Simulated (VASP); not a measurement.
Input of a VASP 6.6.1 run:

INCAR

```
SYSTEM = TaN
PREC = Accurate
ENCUT = 520
EDIFF = 1E-8
ISMEAR = -1
SIGMA = 0.08
LREAL = .FALSE.
LASPH = .TRUE.
NELM = 100
ALGO = Normal
ISIF = 2
LWAVE = .FALSE.
LCHARG = .FALSE.
GGA = PS
NBANDS = 15
IBRION = 8
NSW = 1
```

The input KPOINTS:

```
Automatic mesh
0
G
  15 15 14
  0 0 0
```

Contents of POSCAR:

```
TaN
1.0
    2.9529882564      0.0000000000      0.0000000000
   -1.4764941282      2.5573628471      0.0000000000
    0.0000000000      0.0000000000      2.8990662029
Ta N
1 1
Direct
    0.0000000000      0.0000000000      0.5000000000
    0.6666666667      0.3333333333      0.0000000000
```

Potentials or basis: VASP PAW PBE potentials, release 64 (Ta_pv, N).

Run with:

```console
$ cat potpaw_PBE.64/Ta_pv/POTCAR potpaw_PBE.64/N/POTCAR > POTCAR
$ mpirun -np 1 vasp_std > vasp.out
```

(1) Estimate the highest phonon frequency at Γ.

Answers

(1) 519 cm⁻¹.

Caveat: the cell stands under pressure or tension, which shifts response properties.
